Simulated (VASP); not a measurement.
# HfO2: single point with BLYP

Crystal: HfO2.

```xyz
6
Lattice="3.6353 0.0000 0.0000 0.0000 3.6353 0.0000 0.0000 0.0000 5.3587" Properties=species:S:1:pos:R:3 pbc="T T T"
Hf    0.0000    0.0000    0.0000
Hf    1.8176    1.8176    2.6794
O     0.0000    1.8176    1.0005
O     1.8176    0.0000    1.6789
O     1.8176    0.0000    4.3582
O     0.0000    1.8176    3.6799
```

| Quantity | Value |
| --- | --- |
| Program | VASP 6.6.1 |
| Task | single point |
| Functional | BLYP |
| Potentials or basis | VASP PAW PBE potentials, release 64 (Hf_pv, O) |
| Cutoff | 520 eV |
| k mesh | 8 × 8 × 5 |
| Occupations | fermi-dirac, width 0.05 eV |
| Spin | no spin polarisation |
| Dipole correction | no |
| Further INCAR settings | ALGO = Normal; EDIFF = 1e-06; NBANDS = 31 |

```yaml
Pressure: -2.3 GPa
Largest_force: 0.039 eV/Å
Band_gap_on_the_k_mesh: 4.64 eV (least direct gap 4.69 eV)
```

Forces in eV/Å, atoms in the order of the input:
```
Hf   0.000  0.000  0.000
Hf   0.000  0.000  0.000
O    0.000  0.000 -0.039
O    0.000  0.000  0.039
O    0.000  0.000  0.039
O    0.000  0.000 -0.039
```

Stress tensor (GPa, compression positive):
```
-2.32  0.00  0.00
 0.00 -2.32  0.00
 0.00  0.00 -2.20
```

Levels at points of the mesh, in eV from the valence-band top:
```
           k point  band 19  band 20  band 21  band 22  band 23  band 24  band 25  band 26
(0.00, 0.00, 0.00)    -0.96    -0.18    -0.05    -0.05     4.64     4.69     5.80     5.84
(0.50, 0.00, 0.00)    -1.29    -1.29    -0.16    -0.16     4.97     4.97     5.89     5.89
(0.50, 0.50, 0.00)    -0.82    -0.82    -0.66    -0.66     5.62     5.62     6.00     6.00
```

Run time: 43 s on 1 thread of Intel(R) Xeon(R) 6975P-C (Granite Rapids), with other jobs on the host, peak memory 0.23 GiB.

Caveat: the PAW data sets were made with another functional, which shifts forces and pressure a little; spin-orbit coupling is left out, which moves the levels of the heavy elements; an odd mesh through Γ misses points on the zone boundary, where band edges can lie.
